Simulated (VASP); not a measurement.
Set up this calculation in VASP 6.6.1, as the native input.

```
Task                   : single point
Functional             : LDA
Potentials or basis    : VASP PAW LDA potentials, release 64 (Fe_sv)
Cutoff                 : 600 eV
k mesh                 : 16 × 16 × 16
Occupations            : fermi-dirac, width 0.2 eV
Spin                   : collinear spin, ferromagnetic start
Starting moments       : [1.988] μB
Dipole correction      : no
Second run             : valence_matched
Further INCAR settings : ALGO = Normal; EDIFF = 1e-06; NBANDS = 18
```

The structure of Fe lies in POSCAR:

```
Fe
1.0
   -1.3745984210      1.3745984210      1.3745984210
    1.3745984210     -1.3745984210      1.3745984210
    1.3745984210      1.3745984210     -1.3745984210
Fe
1
Direct
    0.0000000000      0.0000000000      0.0000000000
```

The input as run:

INCAR

```
  ALGO = Normal
  EDIFF = 1E-6
  ENCUT = 600
  GGA = CA
  GGA_COMPAT = F
  ISIF = 2
  ISMEAR = -1
  ISPIN = 2
  LASPH = T
  LCHARG = F
  LMAXMIX = 4
  LORBIT = 11
  LREAL = F
  LWAVE = F
  MAGMOM = 1.988
  NBANDS = 18
  NELM = 200
  PREC = Accurate
  SIGMA = 0.2
```

KPOINTS

```
k-points
0
Gamma
  16 16 16
```

Potentials or basis: VASP PAW LDA potentials, release 64 (Fe_sv).

Launch:

```bash
$ cat potpaw_LDA.64/Fe_sv/POTCAR > POTCAR
$ mpirun -np 1 vasp_std > vasp.out
```

Results of the run:

```json
{"Pressure": "-4.8 GPa", "Net moment": "1.83 μB per cell", "Site moments": "Fe +1.79 μB", "Valence electrons inside the program's atomic spheres": "Fe 13.81"}
```

Wall time 45 s on 1 thread of Intel(R) Xeon(R) Platinum 8259CL CPU @ 2.50GHz (Skylake/Cascade Lake), on a shared host, peak memory 0.16 GiB.
